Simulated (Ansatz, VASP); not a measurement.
# One calculation of CdSe, two programs

The input INCAR:

```
SYSTEM = CdSe
PREC = Accurate
ENCUT = 520
EDIFF = 1E-8
ISMEAR = -1
SIGMA = 0.05
LREAL = .FALSE.
LASPH = .TRUE.
NELM = 80
ALGO = Normal
ISIF = 2
LWAVE = .FALSE.
LCHARG = .FALSE.
GGA = PS
LEFG = .TRUE.
NBANDS = 16
```

File KPOINTS:

```
regular mesh
0
G
  11 11 11
  0 0 0
```

File POSCAR:

```
CdSe
1.0
    0.0000000000      2.8546691101      2.8546691101
    2.8546691101      0.0000000000      2.8546691101
    2.8546691101      2.8546691101      0.0000000000
Cd Se
1 1
Direct
    0.0000000000      0.0000000000      0.0000000000
    0.5000000000      0.5000000000      0.5000000000
```

Input for Ansatz:

```yaml
crystal:
  lattice:
    - [0.0, 2.8546691101, 2.8546691101]
    - [2.8546691101, 0.0, 2.8546691101]
    - [2.8546691101, 2.8546691101, 0.0]
  atoms:
    - { symbol: Cd, position: [0.0, 0.0, 0.0] }
    - { symbol: Se, position: [0.5, 0.5, 0.5] }
kpoints:
  mp_grid: { grid: [11, 11, 11] }
scf:
  occupations: { method: fermi_dirac, width: 0.05 }
hamiltonian:
  xc: pbesol
  pseudopotentials: { kind: paw }
output:
  forces: true
  stress: true
  eigenvalues: true
  efg: { contact_densities: true }
```

Change from the starting cell: volume scaled by 0.98, PAW files.

Alike in both runs: task electric field gradients; functional PBEsol; k mesh 11 × 11 × 11; occupations fermi-dirac, width 0.05 eV; no spin polarisation.

|  | VASP | Ansatz |
| --- | --- | --- |
| version | VASP 6.6.1 | Ansatz 0.2.0 |
| potentials or method | VASP PAW PBE potentials, release 64 (Cd, Se) | PAW with Ansatz's default frozen-core files, scalar-relativistic |
| plane-wave cutoff (eV) | 520 | 420 |
| valence electrons in the cell | 18 | 36 |

```csv
,VASP,Ansatz,Ansatz less VASP
pressure (GPa),-2.4,-2.8,-0.38
```

VASP's potentials were made for PBE, not for PBEsol. With one functional, cell and mesh, what is left measures potentials, basis and numerics. VASP's potentials hold 18 valence electrons a cell and Ansatz's 36, so a difference there can come from the potentials and not from the codes.
